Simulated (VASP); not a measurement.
PbSe, 2 atoms in the cell. It takes space group Imm2 (No. 44, orthorhombic). The conventional cell has a = 4.784 Å, b = 4.899 Å, c = 6.846 Å, α = 90.00°, β = 90.00°, γ = 90.00°. Within 3.9 Å of Pb (site symmetry mm2) lie 4 Se at 2.96 to 2.97 Å. Within 3.9 Å of Se (site symmetry mm2) lie 4 Pb at 2.96 to 2.97 Å.  This cell differs from its parent crystal: shear xy strain +2.4%.

* Program: VASP 6.6.1
* Task: single point
* Functional: r2SCAN
* Potentials or basis: VASP PAW PBE potentials, release 64 (Pb_d, Se)
* Cutoff: 520 eV
* k mesh: 6 × 6 × 6
* Occupations: gaussian, width 0.01 eV
* Spin: no spin polarisation
* Dipole correction: no
* Further INCAR settings: ALGO = Normal; EDIFF = 1e-07; NBANDS = 17

Potentials or basis: VASP PAW PBE potentials, release 64 (Pb_d, Se).

Run with:

```sh
$ cat potpaw_PBE.64/Pb_d/POTCAR potpaw_PBE.64/Se/POTCAR > POTCAR
$ cp INCAR.step1 INCAR
$ mpirun -np 1 vasp_std > vasp.out
$ cp INCAR.step2 INCAR
$ mpirun -np 1 vasp_std > vasp.out
```

Hardware: 1 thread of AMD EPYC 9R45 96-Core Processor (Zen 5), with other jobs on the host.

How long does it take, and how much memory?

It took 2.9 min on 1 thread of AMD EPYC 9R45 96-Core Processor (Zen 5), with other jobs on the host, peak memory 0.22 GiB. Counts: k points 46.
